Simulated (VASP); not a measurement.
Set up this calculation in VASP 6.6.1, as the native input.

| Quantity | Value |
| --- | --- |
| Task | electric field gradients |
| Functional | PBE |
| Potentials or basis | VASP PAW PBE potentials, release 64 (W_sv) |
| Cutoff | 520 eV |
| k mesh | 14 × 14 × 14 |
| Occupations | fermi-dirac, width 0.05 eV |
| Spin | no spin polarisation |
| Dipole correction | no |
| Further INCAR settings | ALGO = Normal; EDIFF = 1e-08; NBANDS = 13 |

The structure of W lies in POSCAR:

```
W
1.0
   -0.0203000000      2.0198500000      2.0198500000
    2.0198500000     -0.0203000000      2.0198500000
    2.0198500000      2.0198500000     -0.0203000000
W
1
Direct
    0.0000000000      0.0000000000      0.0000000000
```

This cell differs from its parent crystal: equal xy, yz and zx shear strains of -1 %.

These files were run (other wordings do the same):

INCAR

```
SYSTEM = W
PREC = Accurate ; ENCUT = 520
EDIFF = 1E-8 ; ISMEAR = -1
SIGMA = 0.05 ; LREAL = .False.
LASPH = .True. ; NELM = 100
ALGO = Normal ; ISIF = 2
LWAVE = .False. ; LCHARG = .False.
GGA = PE ; LEFG = .True.
NBANDS = 13
```

KPOINTS

```
Automatic mesh
0
Gamma
  14 14 14
  0 0 0
```

Potentials or basis: VASP PAW PBE potentials, release 64 (W_sv).

Command:

```sh
$ cat potpaw_PBE.64/W_sv/POTCAR > POTCAR
$ mpirun -np 1 vasp_std > vasp.out
```

Results of the run:

```json
{"Pressure": "-4.2 GPa", "Band gap on the k mesh": "zero (band 7 reaches 13.17 eV, above the bottom of band 8 at 9.70 eV)"}
```

Caveat: the cell differs from its parent crystal (equal xy, yz and zx shear strains of -1 %); without QUAD_EFG the Cq values of the log hold for a quadrupole moment of 1 mb, not for the nuclei; spin-orbit coupling is left out, which moves the levels of the heavy elements.

It took 35 s on 1 thread of AMD EPYC 9R45 96-Core Processor (Zen 5) (shared host), peak memory 0.16 GiB.
